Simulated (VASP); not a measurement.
# Tl (Im-3m) in VASP: notebook, part 2 of 2

VASP 6.6.1. Earlier steps stand in the parts before.

### 4 Electric field gradients, LDA (volume scaled by 1.02)

INCAR

```
SYSTEM = Tl
PREC = Accurate ; ENCUT = 520
EDIFF = 1E-8 ; ISMEAR = -1
SIGMA = 0.05 ; LREAL = .FALSE.
LASPH = .TRUE. ; NELM = 60
ALGO = Normal ; ISIF = 2
LWAVE = .FALSE. ; LCHARG = .FALSE.
GGA = CA ; LEFG = .TRUE.
NBANDS = 12
```

KPOINTS

```
Automatic mesh
0
G
  13 13 13
  0 0 0
```

POSCAR

```
Tl
1.0
   -1.9538546793      1.9538546793      1.9538546793
    1.9538546793     -1.9538546793      1.9538546793
    1.9538546793      1.9538546793     -1.9538546793
Tl
1
Direct
    0.0000000000      0.0000000000      0.0000000000
```

Potentials or basis: VASP PAW LDA potentials, release 64 (Tl_d).

Started as:

```
cat potpaw_LDA.64/Tl_d/POTCAR > POTCAR
mpirun -np 1 vasp_std > vasp.out
```

OUTCAR:

```text
SYSTEM = Tl
   PREC = Accurate
   ENCUT = 520
   EDIFF = 1E-8
   ISMEAR = -1
   LREAL = .FALSE.
   LASPH = .TRUE.
   NELM = 60
   ISIF = 2
   GGA = CA

 ion  position               nearest neighbor table
   1  0.000  0.000  0.000-

  LATTYP: Found a body centered cubic cell.
 ALAT       =     3.9077093586

  Lattice vectors:

 A1 = (  -1.9538546793,   1.9538546793,   1.9538546793)
 A2 = (   1.9538546793,  -1.9538546793,   1.9538546793)
 A3 = (   1.9538546793,   1.9538546793,  -1.9538546793)

Analysis of symmetry for initial positions (statically):
=====================================================================
 Subroutine PRICEL returns:
 Original cell was already a primitive cell.

 Routine SETGRP: Setting up the symmetry group for a
 body centered cubic supercell.

 Subroutine GETGRP returns: Found 48 space group operations
 (whereof 48 operations were pure point group operations)
 out of a pool of 48 trial point group operations.

The static configuration has the point symmetry O_h .

Analysis of symmetry for dynamics (positions and initial velocities):
=====================================================================
 Subroutine PRICEL returns:
 Original cell was already a primitive cell.

 Routine SETGRP: Setting up the symmetry group for a
 body centered cubic supercell.

 Subroutine GETGRP returns: Found 48 space group operations
 (whereof 48 operations were pure point group operations)
 out of a pool of 48 trial point group operations.

The dynamic configuration has the point symmetry O_h .

 Subroutine INISYM returns: Found 48 space group operations
 (whereof 48 operations are pure point group operations),
 and found     1 'primitive' translations

[... 154 lines left out ...]
      6      -3.9334      2.00000
      7      16.1616      0.00000
      8      16.1616      0.00000
      9      16.1616      0.00000
     10      18.1029      0.00000
     11      18.1029      0.00000
     12      18.1029      0.00000
[... 331 lines left out ...]
 k-point    24 :       0.2308    0.0769    0.0769
  band No.  band energies     occupation
      1      -5.8140      2.00000
      2      -5.7422      2.00000
      3      -5.3673      2.00000
      4      -5.3243      2.00000
      5      -5.3097      2.00000
      6      -1.5343      2.00000
      7       7.4199      0.00000
      8      11.0199      0.00000
      9      12.1535      0.00000
     10      18.2122      0.00000
     11      18.8341      0.00000
     12      20.2391      0.00000

 [... further k-points ...]
[... 5 lines left out ...]
  --------------------------------------------------------------------------------------
  -------------------------------------------------------------------------------------
  Total       -0.5555839     -0.5555839     -0.5555839      0.0000000      0.0000000      0.0000000
  in kB      -29.8348205    -29.8348205    -29.8348205      0.0000000      0.0000000      0.0000000
  external PRESSURE =     -29.8348205 kB  Pullay stress =       0.0000000 kB

 VOLUME and BASIS-vectors are now :
 -----------------------------------------------------------------------------
  energy-cutoff  :      520.00
  volume of cell :       29.84
      direct lattice vectors                 reciprocal lattice vectors
    -1.953854679  1.953854679  1.953854679     0.000000000  0.255904395  0.255904395
     1.953854679 -1.953854679  1.953854679     0.255904395  0.000000000  0.255904395
     1.953854679  1.953854679 -1.953854679     0.255904395  0.255904395  0.000000000

 POSITION                                       TOTAL-FORCE (eV/Angst)
 -----------------------------------------------------------------------------------
      0.00000      0.00000      0.00000         0.000000      0.000000     -0.000000
 -----------------------------------------------------------------------------------
    total drift:                               -0.000000     -0.000000     -0.000000

  FREE ENERGIE OF THE ION-ELECTRON SYSTEM (eV)
  ---------------------------------------------------
  free  energy   TOTEN  =        -2.9054692287 eV

  energy  without entropy=       -2.8996870932  energy(sigma->0) =       -2.90257816

 Electric field gradients (V/A^2)
---------------------------------------------------------------------
 ion       V_xx      V_yy      V_zz      V_xy      V_xz      V_yz
---------------------------------------------------------------------
   1      -0.000    -0.000     0.000     0.000     0.000     0.000
---------------------------------------------------------------------

 Electric field gradients after diagonalization (V/A^2)
 (convention: |V_zz| > |V_xx| > |V_yy|)
----------------------------------------------------------------------
 ion       V_xx      V_yy      V_zz     asymmetry (V_yy - V_xx)/ V_zz
----------------------------------------------------------------------
   1      -0.000    -0.000     0.001       0.000
----------------------------------------------------------------------

           NMR quadrupolar parameters

 Cq : quadrupolar parameter    Cq=e*Q*V_zz/h
 eta: asymmetry parameters     (V_yy - V_xx)/ V_zz
 Q  : nuclear electric quadrupole moment in mb (millibarn)
----------------------------------------------------------------------
 ion       Cq(MHz)       eta       Q (mb)
----------------------------------------------------------------------
   1       0.000       0.000       1.000
----------------------------------------------------------------------
```

Run time: 24 s. Hardware: 1 thread of Intel Xeon Platinum 8259CL at 2.50GHz (Skylake/Cascade Lake), shared host; peak memory 0.15 GiB.

What came out:

```yaml
Free_energy: -2.9055 eV
Pressure: -3.0 GPa
```

Caveat: without QUAD_EFG the Cq values of the log hold for a quadrupole moment of 1 mb, not for the nuclei; spin-orbit coupling is left out, which moves the levels of the heavy elements.

### 5 Electric field gradients, LDA (volume scaled by 1.06)

INCAR

```
PREC = Accurate ; ENCUT = 520
EDIFF = 1E-8 ; ISMEAR = -1
SIGMA = 0.05 ; LREAL = F
LASPH = T ; NELM = 60
ALGO = Normal ; ISIF = 2
LWAVE = F ; LCHARG = F
LEFG = T ; NBANDS = 12
```

KPOINTS

```
Automatic mesh
0
Gamma
  13 13 13
```

POSCAR

```
Tl
1.0
   -1.9790684883      1.9790684883      1.9790684883
    1.9790684883     -1.9790684883      1.9790684883
    1.9790684883      1.9790684883     -1.9790684883
Tl
1
Direct
    0.0000000000      0.0000000000      0.0000000000
```

Potentials or basis: VASP PAW LDA potentials, release 64 (Tl_d).

Started as:

```
cat potpaw_LDA.64/Tl_d/POTCAR > POTCAR
mpirun -np 1 vasp_std > vasp.out
```

OUTCAR:

```text
PREC = Accurate
   ENCUT = 520
   EDIFF = 1E-8
   ISMEAR = -1
   LREAL = F
   LASPH = T
   NELM = 60
   ISIF = 2

 ion  position               nearest neighbor table
   1  0.000  0.000  0.000-

  LATTYP: Found a body centered cubic cell.
 ALAT       =     3.9581369766

  Lattice vectors:

 A1 = (  -1.9790684883,   1.9790684883,   1.9790684883)
 A2 = (   1.9790684883,  -1.9790684883,   1.9790684883)
 A3 = (   1.9790684883,   1.9790684883,  -1.9790684883)

[... 564 lines left out ...]
    total drift:                               -0.000000     -0.000000     -0.000000

  FREE ENERGIE OF THE ION-ELECTRON SYSTEM (eV)
  ---------------------------------------------------
  free  energy   TOTEN  =        -2.8809572310 eV

  energy  without entropy=       -2.8750198170  energy(sigma->0) =       -2.87798852

 Electric field gradients (V/A^2)
---------------------------------------------------------------------
 ion       V_xx      V_yy      V_zz      V_xy      V_xz      V_yz
---------------------------------------------------------------------
   1       0.000    -0.000    -0.000    -0.000    -0.000    -0.000
---------------------------------------------------------------------

 Electric field gradients after diagonalization (V/A^2)
 (convention: |V_zz| > |V_xx| > |V_yy|)
----------------------------------------------------------------------
 ion       V_xx      V_yy      V_zz     asymmetry (V_yy - V_xx)/ V_zz
----------------------------------------------------------------------
   1       0.000     0.000    -0.001       0.000
----------------------------------------------------------------------

           NMR quadrupolar parameters

 Cq : quadrupolar parameter    Cq=e*Q*V_zz/h
 eta: asymmetry parameters     (V_yy - V_xx)/ V_zz
 Q  : nuclear electric quadrupole moment in mb (millibarn)
----------------------------------------------------------------------
 ion       Cq(MHz)       eta       Q (mb)
----------------------------------------------------------------------
   1      -0.000       0.000       1.000
----------------------------------------------------------------------
```

OSZICAR:

```text
N       E                     dE             d eps       ncg     rms          rms(c)
DAV:   1     0.507128930380E+02    0.50713E+02   -0.66950E+03  2152   0.937E+02
DAV:   2    -0.230315977945E+01   -0.53016E+02   -0.51991E+02  2256   0.212E+02
DAV:   3    -0.290578640658E+01   -0.60263E+00   -0.60185E+00  2420   0.203E+01
DAV:   4    -0.290859309417E+01   -0.28067E-02   -0.28065E-02  2252   0.162E+00
DAV:   5    -0.290862774535E+01   -0.34651E-04   -0.34652E-04  2376   0.174E-01    0.169E+00
DAV:   6    -0.288555592401E+01    0.23072E-01   -0.36607E-02  2164   0.174E+00    0.122E+00
DAV:   7    -0.288133194802E+01    0.42240E-02   -0.10402E-02  2284   0.896E-01    0.556E-01
DAV:   8    -0.288095636673E+01    0.37558E-03   -0.35779E-04  2272   0.192E-01    0.277E-02
DAV:   9    -0.288095733990E+01   -0.97318E-06   -0.25233E-06  2340   0.166E-02    0.447E-03
DAV:  10    -0.288095722944E+01    0.11047E-06   -0.46128E-07  2324   0.733E-03    0.312E-04
DAV:  11    -0.288095723102E+01   -0.15812E-08   -0.24402E-09  1484   0.524E-04
   1 F= -.28809572E+01 E0= -.28779885E+01  d E =-.593741E-02
```

Wall time 22 s (1 thread of Intel Xeon Platinum 8259CL at 2.50GHz (Skylake/Cascade Lake), shared host); peak memory 0.16 GiB.

Results:

```
Free energy : -2.8810 eV
Pressure    : -3.9 GPa
```

Levels at points of the mesh, in eV from the Fermi level:
```tsv
k point	band 2	band 3	band 4	band 5	band 6	band 7	band 8	band 9	band 10	band 11
(0.00, 0.00, 0.00)	-11.49	-11.49	-11.12	-11.12	-9.51	9.95	9.95	9.95	12.19	12.19
```

Caveat: without QUAD_EFG the Cq values of the log hold for a quadrupole moment of 1 mb, not for the nuclei; spin-orbit coupling is left out, which moves the levels of the heavy elements.

### 6 Overview

```csv
cell,gap on the mesh (eV),pressure (GPa)
"a = 3.316 Å, angles 109.5°, 1 atom",none,-1.1
"a = 3.351 Å, angles 109.5°, 1 atom",none,-2.1
"a = 3.384 Å, angles 109.5°, 1 atom",none,-3.0
"a = 3.428 Å, angles 109.5°, 1 atom",none,-3.9
```

Alike in all rows: task electric field gradients; level LDA; potentials or basis VASP PAW LDA potentials, release 64 (Tl_d); no spin polarisation; k mesh 13 × 13 × 13; cutoff (eV) 520; smearing fermi-dirac 0.05 eV.

Caveats: spin-orbit coupling is left out, which moves the levels of the heavy elements.

Absolute energies hang on the potentials; compare differences alone.
